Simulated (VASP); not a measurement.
## Ge: single point with RPBE

The system is Ge.

```
Ge
1.0
     4.74055    0.00000    0.00000
    -2.37028    4.10544    0.00000
     0.00000    0.00000    2.69485
Ge
3
Direct
  0.00000 0.00000 0.00000
  0.33333 0.66667 0.50000
  0.66667 0.33333 0.50000
```

This isn't the form of Ge at room conditions, which is diamond.

```yaml
Program: VASP 6.6.1
Task: single point
Functional: RPBE
Potentials_or_basis: VASP PAW PBE potentials, release 64 (Ge_d)
Cutoff: 520 eV
k_mesh: 8 × 8 × 13
Occupations: fermi-dirac, width 0.1 eV
Spin: no spin polarisation
Dipole_correction: no
Further_INCAR_settings: ALGO = Normal; EDIFF = 1e-06; NBANDS = 28
```

```json
{
 "Pressure": "10.2 GPa",
 "Band gap on the k mesh": "zero (bands 21 and 22 overlap by 5.33 eV)"
}
```

Stress tensor (GPa, compression positive):
```
 9.60  0.00  0.00
 0.00  9.60  0.00
 0.00  0.00 11.41
```

Levels at points of the mesh, in eV from the Fermi level:
| k point | band 19 | band 20 | band 21 | band 22 | band 23 | band 24 |
| --- | --- | --- | --- | --- | --- | --- |
| (0.00, 0.00, 0.00) | -3.62 | -3.62 | -3.53 | -3.53 | 5.75 | 9.41 |
| (0.50, 0.00, 0.00) | -5.90 | 1.09 | 1.20 | 2.86 | 3.14 | 4.84 |

Run time: 34 s on 1 thread of AMD EPYC 9R45 (Zen 5), with other jobs on the host, peak memory 0.18 GiB.

Caveat: the cell stands under pressure; the PAW data sets were made with another functional, which shifts forces and pressure a little.
